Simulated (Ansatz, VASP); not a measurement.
## One calculation of BN, two programs

```
CELL_PARAMETERS angstrom
2.49824 0.00000 0.00000
-1.24912 2.16354 0.00000
0.00000 0.00000 6.63570
ATOMIC_POSITIONS crystal
N 0.66667 0.33333 0.25000
N 0.33333 0.66667 0.75000
B 0.66667 0.33333 0.75000
B 0.33333 0.66667 0.25000
```

Alike in both runs: task single point; functional PBE; k mesh 12 × 12 × 4; occupations gaussian, width 0.025 eV; no spin polarisation.

|  | VASP | Ansatz |
| --- | --- | --- |
| version | VASP 6.6.1 | Ansatz 0.2.0 |
| potentials or method | VASP PAW PBE potentials, release 64 (N, B) | Ansatz PAW |
| plane-wave cutoff (eV) | 520 | 420 |
| valence electrons in the cell | 16 | 16 |

Ansatz gave:

- gap on the k mesh at the Fermi level (eV): 4.29
- least direct gap on the mesh (eV): 4.66
- pressure (GPa): 5.1
- traceless stress, the component that is largest in VASP (GPa): -2.09

Q: What did VASP give for the same quantities?

A: gap on the k mesh at the Fermi level (eV): 4.29; least direct gap on the mesh (eV): 4.66; pressure (GPa): 5.2; traceless stress, the component that is largest in VASP (GPa): -2.29.

The functional is the same, so the differences come from potentials, cutoffs and numerics.
